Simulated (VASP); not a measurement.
# TiAl3 (Pmm2) in VASP: a series of runs

Runs on TiAl3. Level: PBEsol. Tasks: single point.

All numbers are computed with VASP 6.6.1; they aren't measurements. Logs are shortened: lines on timing, memory, paths and dates and some standing lists are left out, and cuts for length are marked.

## Step 1: The cell of the first run

It takes space group Pmm2 (No. 25, orthorhombic). Conventional cell: a = 2.840 Å, b = 4.681 Å, c = 4.901 Å, α = 90.00°, β = 90.00°, γ = 90.00°. Within 3.7 Å of Ti (site symmetry mm2) lie 10 Al at 2.83 to 2.85 Å and 2 Ti at 2.84 Å. Within 3.7 Å of Al (site symmetry mm2) lie 4 Ti at 2.83 to 2.84 Å and 8 Al at 2.84 to 2.86 Å. Within 3.7 Å of Al (site symmetry mm2) lie 8 Al at 2.81 to 2.86 Å and 4 Ti at 2.85 Å. Within 3.7 Å of Al (site symmetry mm2) lie 10 Al at 2.81 to 2.86 Å and 2 Ti at 2.85 Å.

## Step 2: Single point, PBEsol

The input, INCAR:

```
SYSTEM = TiAl3
PREC = Accurate
ENCUT = 500
EDIFF = 1E-6
ISMEAR = 0
SIGMA = 0.05
LREAL = .False.
LASPH = .True.
NELM = 120
ALGO = Normal
ISIF = 2
LWAVE = .False.
LCHARG = .True.
GGA = PS
LELF = .True.
LVHAR = .True.
NBANDS = 18
GGA_COMPAT = .False.
```

The input, KPOINTS:

```
regular mesh
0
Gamma
  7 5 5
  0 0 0
```

The input, POSCAR:

```
TiAl3
1.0
    2.8396770000      0.0000000000      0.0000000000
    0.0000000000      4.6812640000      0.0000000000
    0.0000000000      0.0000000000      4.9007420000
Ti Al
1 3
Direct
    0.0000000000      0.5000000000      0.1659160000
    0.5000000000      0.5000000000      0.6672710000
    0.5000000000      0.0000000000      0.3309120000
    0.0000000000      0.0000000000      0.8359000000
```

Potentials or basis: VASP PAW PBE potentials, release 64 (Ti_sv, Al).

Started as:

```console
cat potpaw_PBE.64/Ti_sv/POTCAR potpaw_PBE.64/Al/POTCAR > POTCAR
mpirun -np 1 vasp_std > vasp.out
```

OUTCAR:

```text
SYSTEM = TiAl3
   PREC = Accurate
   ENCUT = 500
   EDIFF = 1E-6
   ISMEAR = 0
   LREAL = .False.
   LASPH = .True.
   NELM = 120
   ISIF = 2
   GGA = PS

 ion  position               nearest neighbor table
   1  0.000  0.500  0.166-   2 2.83   2 2.83   2 2.84   2 2.84   4 2.85   4 2.85   3 2.85   3 2.85
                             3 2.85   3 2.85
   2  0.500  0.500  0.667-   1 2.83   1 2.83   1 2.84   1 2.84   4 2.86   4 2.86   4 2.86   4 2.86
                             3 2.86   3 2.86
   3  0.500  0.000  0.331-   4 2.81   4 2.81   4 2.85   4 2.85   1 2.85   1 2.85   1 2.85   1 2.85
                             2 2.86   2 2.86
   4  0.000  0.000  0.836-   3 2.81   3 2.81   1 2.85   1 2.85   3 2.85   3 2.85   2 2.86   2 2.86
                             2 2.86   2 2.86

  LATTYP: Found a simple orthorhombic cell.
 ALAT       =     2.8396770000
 B/A-ratio  =     1.6485198845
 C/A-ratio  =     1.7258096607

  Lattice vectors:

 A1 = (   2.8396770000,   0.0000000000,   0.0000000000)
 A2 = (   0.0000000000,   4.6812640000,   0.0000000000)
 A3 = (   0.0000000000,   0.0000000000,   4.9007420000)

Analysis of symmetry for initial positions (statically):
=====================================================================
 Subroutine PRICEL returns:
 Original cell was already a primitive cell.

 Routine SETGRP: Setting up the symmetry group for a
 simple orthorhombic supercell.

 Subroutine GETGRP returns: Found  4 space group operations
 (whereof  4 operations were pure point group operations)
 out of a pool of  8 trial point group operations.

The static configuration has the point symmetry C_2v.

Analysis of symmetry for dynamics (positions and initial velocities):
=====================================================================
 Subroutine PRICEL returns:
 Original cell was already a primitive cell.

 Routine SETGRP: Setting up the symmetry group for a
 simple orthorhombic supercell.

 Subroutine GETGRP returns: Found  4 space group operations
 (whereof  4 operations were pure point group operations)
 out of a pool of  8 trial point group operations.

The dynamic configuration has the point symmetry C_2v.

 Subroutine INISYM returns: Found  4 space group operations
 (whereof  4 operations are pure point group operations),
 and found     1 'primitive' translations

----------------------------------------------------------------------------------------

                                     Primitive cell

  volume of cell :      65.1469

  direct lattice vectors                    reciprocal lattice vectors
     2.839677000  0.000000000  0.000000000     0.352152727  0.000000000  0.000000000
     0.000000000  4.681264000  0.000000000     0.000000000  0.213617519  0.000000000
     0.000000000  0.000000000  4.900742000     0.000000000  0.000000000  0.204050734

  length of vectors
     2.839677000  4.681264000  4.900742000     0.352152727  0.213617519  0.204050734

  position of ions in fractional coordinates (direct lattice)
     0.000000000  0.500000000  0.165916000
     0.500000000  0.500000000  0.667271000
     0.500000000  0.000000000  0.330912000
     0.000000000  0.000000000  0.835900000

  ion indices of the primitive-cell ions
   primitive index   ion index
                 1           1
                 2           2
                 3           3
                 4           4

----------------------------------------------------------------------------------------

 KPOINTS: regular mesh

Automatic generation of k-mesh.
 Grid dimensions read from file:
 generate k-points for:    7    5    5

 Generating k-lattice:

  Cartesian coordinates                     Fractional coordinates (reciprocal lattice)
     0.050307532  0.000000000  0.000000000     0.142857143  0.000000000  0.000000000
     0.000000000  0.042723504  0.000000000     0.000000000  0.200000000  0.000000000
     0.000000000  0.000000000  0.040810147     0.000000000  0.000000000  0.200000000

  Length of vectors
     0.050307532  0.042723504  0.040810147

  Shift w.r.t. Gamma in fractional coordinates (k-lattice)
     0.000000000  0.000000000  0.000000000

 Subroutine IBZKPT returns following result:
 ===========================================

 Found     36 irreducible k-points:

 Following reciprocal coordinates:
            Coordinates               Weight
  0.000000  0.000000  0.000000      1.000000
  0.142857  0.000000  0.000000      2.000000
  0.285714  0.000000  0.000000      2.000000
  0.428571  0.000000  0.000000      2.000000
  0.000000  0.200000  0.000000      2.000000
  0.142857  0.200000  0.000000      4.000000
[... 16 lines left out ...]
  0.285714  0.400000  0.200000      8.000000
  0.428571  0.400000  0.200000      8.000000
 [... further k-points ...]
   k-points           NKPTS =     36   k-points in BZ     NKDIM =     36   number of bands    NBANDS=     18
   number of dos      NEDOS =    301   number of ions     NIONS =      4
   total plane-waves  NPLWV =  31104
   dimension x,y,z NGX =    24 NGY =   36 NGZ =   36
   dimension x,y,z NGXF=    48 NGYF=   72 NGZF=   72
   ions per type =               1   3
   NGX,Y,Z   is equivalent  to a cutoff of  14.05, 12.78, 12.21 a.u.
   NGXF,Y,Z  is equivalent  to a cutoff of  28.10, 25.57, 24.42 a.u.
 SYSTEM =  TiAl3
   PREC   = accura    normal or accurate (medium, high low for compatibility)
   ISTART =      0    job   : 0-new  1-cont  2-samecut
   ICHARG =      2    charge: 1-file 2-atom 10-const
   ISPIN  =      1    spin polarized calculation?
   LNONCOLLINEAR =      F non collinear calculations
   LSORBIT =      F    spin-orbit coupling
   LASPH  =      T    aspherical Exc in radial PAW
   ENCUT  =  500.0 eV  36.75 Ry    6.06 a.u.   5.18  8.54  8.94*2*pi/ulx,y,z
   NELM   =    120;   NELMIN=  2; NELMDL= -5     # of ELM steps
   EDIFF  = 0.1E-05   stopping-criterion for ELM
   LREAL  =      F    real-space projection
[... 7 lines left out ...]
   TEBEG  =    0.0;   TEEND  =   0.0 temperature during run
   PSTRESS=    0.0 pullay stress
   NELECT =      21.0000    total number of electrons
   NUPDOWN=      -1.0000    fix difference up-down
   EMIN   =  10.00;   EMAX   =-10.00  energy-range for DOS
   EFERMI =   0.00;   METHOD = LEGACY
   ISMEAR =     0;   SIGMA  =   0.05  broadening in eV -4-tet -1-fermi 0-gaus
   EFERMI_NEDOS =   21; number of points for ismear=-14 and -15
   IALGO  =     38    algorithm
   IMIX   =      4    mixing-type and parameters
     AMIX     =   0.40;   BMIX     =  1.00
     AMIX_MAG =   1.60;   BMIX_MAG =  1.00
  volume/ion in A,a.u.               =      16.29       109.91
  Fermi-wavevector in a.u.,A,eV,Ry     =   1.122492  2.121202 17.143184  1.259988
  Thomas-Fermi vector in A             =   2.259152
   LORBIT       =      0    0 simple, 1 ext, 2 COOP (PROOUT), +10 PAW based schemes
   GGA     = PS    functional components
   LHFCALC =     F    Hartree Fock is set to
   AEXX    =    0.0000 exact exchange contribution
   IVDW    =     0    specifies the selected vdW correction
   LEPSILON=     F    determine dielectric tensor
   LRPA    =     F    only Hartree local field effects (RPA)
 non-spin polarized calculation
 Gauss-broadening in eV      SIGMA  =   0.05
  energy-cutoff  :      500.00
  volume of cell :       65.15
 maximum number of plane-waves:      1673
 NGX is ok and might be reduce to    24
   NGX = 11   NGY = 17   NGZ = 17

 number of electron      21.0000004 magnetization

 Free energy of the ion-electron system (eV)
  ---------------------------------------------------
  ext. energy  EPLUGINS =         0.00000000
  ---------------------------------------------------
  free energy    TOTEN  =       -21.56880925 eV

  energy without entropy =      -21.56462902  energy(sigma->0) =      -21.56671913

 E-fermi :   7.9263     XC(G=0): -10.7135

 val. band max:        7.8932672628   @ k =   0.1429   0.2000   0.2000
 cond. band min:       7.9291986121   @ k =   0.1429   0.4000   0.4000
 fundamental gap:      0.0359313493
 Fermi energy:         7.9262915848

 k-point     1 :       0.0000    0.0000    0.0000
  band No.  band energies     occupation
      1     -48.3400      2.00000
      2     -24.7775      2.00000
      3     -24.7390      2.00000
      4     -24.4130      2.00000
      5      -2.1284      2.00000
      6       2.9292      2.00000
[... 10 lines left out ...]
     17      13.9813      0.00000
     18      14.3617      0.00000

 k-point     2 :       0.1429    0.0000    0.0000
  band No.  band energies     occupation
      1     -48.3298      2.00000
      2     -24.7675      2.00000
      3     -24.7289      2.00000
      4     -24.4985      2.00000
      5      -1.7479      2.00000
      6       3.2706      2.00000
[... 10 lines left out ...]
     17      12.2008      0.00000
     18      13.9836      0.00000

 k-point     3 :       0.2857    0.0000    0.0000
  band No.  band energies     occupation
      1     -48.3068      2.00000
      2     -24.7451      2.00000
      3     -24.7060      2.00000
      4     -24.6875      2.00000
      5      -0.6231      2.00000
      6       4.2602      2.00000
[... 10 lines left out ...]
     17      12.7779      0.00000
     18      13.3226      0.00000

 k-point     4 :       0.4286    0.0000    0.0000
  band No.  band energies     occupation
      1     -48.2883      2.00000
      2     -24.8360      2.00000
      3     -24.7271      2.00000
      4     -24.6875      2.00000
      5       1.2020      2.00000
      6       3.6488      2.00000
[... 10 lines left out ...]
     17      11.7472      0.00000
     18      12.1077      0.00000

 k-point     5 :       0.0000    0.2000    0.0000
  band No.  band energies     occupation
      1     -48.3400      2.00000
      2     -24.7787      2.00000
      3     -24.7389      2.00000
      4     -24.4130      2.00000
      5      -1.8625      2.00000
      6       2.0477      2.00000
[... 10 lines left out ...]
     17      14.6845      0.00000
     18      15.1593      0.00000

 k-point     6 :       0.1429    0.2000    0.0000
  band No.  band energies     occupation
      1     -48.3298      2.00000
      2     -24.7687      2.00000
      3     -24.7288      2.00000
      4     -24.4985      2.00000
      5      -1.4859      2.00000
      6       2.3878      2.00000
[... 10 lines left out ...]
     17      12.2593      0.00000
     18      14.7411      0.00000

 k-point     7 :       0.2857    0.2000    0.0000
  band No.  band energies     occupation
      1     -48.3068      2.00000
      2     -24.7461      2.00000
      3     -24.7059      2.00000
      4     -24.6874      2.00000
      5      -0.3730      2.00000
      6       3.3746      2.00000
[... 10 lines left out ...]
     17      11.9866      0.00000
     18      12.8036      0.00000

 k-point     8 :       0.4286    0.2000    0.0000
  band No.  band energies     occupation
      1     -48.2883      2.00000
      2     -24.8359      2.00000
      3     -24.7279      2.00000
      4     -24.6875      2.00000
      5       1.4308      2.00000
      6       3.8351      2.00000
[... 10 lines left out ...]
     17      11.9123      0.00000
     18      12.0282      0.00000
[... 229 lines left out ...]
     17      11.9438      0.00000
     18      12.6649      0.00000

 k-point    20 :       0.4286    0.2000    0.2000
  band No.  band energies     occupation
      1     -48.2883      2.00000
      2     -24.8358      2.00000
      3     -24.7279      2.00000
      4     -24.6878      2.00000
      5       1.6331      2.00000
      6       4.0158      2.00000
[... 10 lines left out ...]
     17      11.7614      0.00000
     18      12.1906      0.00000

 k-point    21 :       0.0000    0.4000    0.2000
  band No.  band energies     occupation
      1     -48.3399      2.00000
      2     -24.7806      2.00000
      3     -24.7395      2.00000
      4     -24.4130      2.00000
      5      -0.9140      2.00000
      6       0.7198      2.00000
[... 10 lines left out ...]
     17      14.6955      0.00000
     18      16.0151      0.00000

 k-point    22 :       0.1429    0.4000    0.2000
  band No.  band energies     occupation
      1     -48.3297      2.00000
      2     -24.7705      2.00000
      3     -24.7293      2.00000
      4     -24.4984      2.00000
      5      -0.5540      2.00000
      6       1.0789      2.00000
[... 10 lines left out ...]
     17      13.0708      0.00000
     18      14.1750      0.00000

 k-point    23 :       0.2857    0.4000    0.2000
  band No.  band energies     occupation
      1     -48.3068      2.00000
      2     -24.7476      2.00000
      3     -24.7063      2.00000
      4     -24.6871      2.00000
      5       0.5110      2.00000
      6       2.1275      2.00000
[... 10 lines left out ...]
     17      12.5112      0.00000
     18      13.1912      0.00000

 k-point    24 :       0.4286    0.4000    0.2000
  band No.  band energies     occupation
      1     -48.2883      2.00000
      2     -24.8355      2.00000
      3     -24.7291      2.00000
      4     -24.6877      2.00000
      5       2.2225      2.00000
      6       3.7542      2.00000
[... 10 lines left out ...]
     17      12.1987      0.00000
     18      13.2102      0.00000

 [... further k-points ...]

------------------------ aborting loop because EDIFF is reached ----------------------------------------

  FORCE on cell =-STRESS in cart. coord.  units (eV):
  Direction    XX          YY          ZZ          XY          YZ          ZX
  --------------------------------------------------------------------------------------
  -------------------------------------------------------------------------------------
  Total       -1.0354224     -1.2096524     -0.6776840      0.0000000      0.0000000      0.0000000
  in kB      -25.4644459    -29.7493338    -16.6664796      0.0000000      0.0000000      0.0000000
  external PRESSURE =     -23.9600865 kB  Pullay stress =       0.0000000 kB

 VOLUME and BASIS-vectors are now :
 -----------------------------------------------------------------------------
  energy-cutoff  :      500.00
  volume of cell :       65.15
      direct lattice vectors                 reciprocal lattice vectors
     2.839677000  0.000000000  0.000000000     0.352152727  0.000000000  0.000000000
     0.000000000  4.681264000  0.000000000     0.000000000  0.213617519  0.000000000
     0.000000000  0.000000000  4.900742000     0.000000000  0.000000000  0.204050734

 POSITION                                       TOTAL-FORCE (eV/Angst)
 -----------------------------------------------------------------------------------
      0.00000      2.34063      0.81311         0.000000      0.000000     -0.028945
      1.41984      2.34063      3.27012         0.000000      0.000000      0.001885
      1.41984      0.00000      1.62171         0.000000      0.000000     -0.003519
      0.00000      0.00000      4.09653         0.000000      0.000000      0.030579
 -----------------------------------------------------------------------------------
    total drift:                               -0.000000      0.000000      0.000163

  FREE ENERGIE OF THE ION-ELECTRON SYSTEM (eV)
  ---------------------------------------------------
  free  energy   TOTEN  =       -21.5688092457 eV

  energy  without entropy=      -21.5646290189  energy(sigma->0) =      -21.56671913
```

Wall time 14 s (1 thread of Intel Xeon 6975P-C (Granite Rapids), shared host); peak memory 0.19 GiB.

Results:

- Free energy: -21.5688 eV
- Pressure: -2.4 GPa
- Largest force: 0.031 eV/Å
- Band gap on the k mesh: zero (an odd number of electrons rules out a gap without spin polarisation)

Forces on the atoms (eV/Å):
```
Ti   0.000  0.000 -0.029
Al   0.000  0.000  0.002
Al   0.000  0.000 -0.004
Al   0.000  0.000  0.031
```

Caveat: the PAW data sets were made with another functional, which shifts forces and pressure a little.

(Continued in part 2 of 2.)

The gap in the log of VASP goes by the Fermi energy; the results here count the filled bands.